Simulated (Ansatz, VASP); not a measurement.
## Two plane-wave programs on Al

```
Al
1.0
     2.63193    0.00000    0.00000
     0.00000    2.63193    0.00000
     0.00000    0.00000    2.63193
Al
1
Direct
  0.00000 0.00000 0.00000
```

Alike in both runs: task single point; functional r2SCAN; k mesh 13 × 13 × 13; occupations fermi-dirac, width 0.1 eV; no spin polarisation.

```csv
,VASP,Ansatz
version,VASP 6.6.1,Ansatz 0.2.0
potentials or method,"VASP PAW PBE potentials, release 64 (Al), cutoff 520 eV","plane waves (500 eV) with PAW, scalar-relativistic"
valence electrons in the cell,3,3
```

|  | VASP | Ansatz | Ansatz less VASP |
| --- | --- | --- | --- |
| pressure (GPa) | 6.0 | 6.2 | +0.20 |

VASP's potentials were made for PBE, not for r2SCAN. With one functional, cell and mesh, what is left measures potentials, basis and numerics.
